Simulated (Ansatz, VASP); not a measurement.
**Two plane-wave programs on CoO**

```
Co O
1.0
     1.53675    0.88724    2.47350
    -1.53675    0.88724    2.47350
     0.00000   -1.77448    2.47350
Co O
1 1
Direct
  0.00000 0.00000 0.00000
  0.50000 0.50000 0.50000
```

Alike in both runs: task relaxation of cell and atoms; functional PBE; k mesh 12 × 12 × 12; occupations gaussian, width 0.02 eV; collinear spin; Hubbard terms Co d U = 3.32 eV.

|  | VASP | Ansatz |
| --- | --- | --- |
| version | VASP 6.6.1 | Ansatz 0.2.0 |
| potentials or method | VASP PAW PBE potentials, release 64 (Co, O), cutoff 600 eV | scalar-relativistic, plane waves, PAW |
| valence electrons in the cell | 15 | 23 |

|  | VASP | Ansatz | Ansatz less VASP |
| --- | --- | --- | --- |
| net moment per atom (μB) | 1.50 | 1.50 | 0.000 |
| size of the moment on the site where the two differ most (μB) | 2.73 | 2.62 | -0.109 |
| relaxed volume (Å³/atom) | 9.65 | 10.12 | +0.470 |
| relaxed cell length with the largest relative difference (Å) | 2.983 | 3.044 | +0.0613 |

Site moments also hang on the region over which each program counts them. The programs project onto different local orbitals, so the same U acts differently, and such runs can settle in different states. VASP's potentials hold 15 valence electrons a cell and Ansatz's 23, so a difference there can come from the potentials and not from the codes.
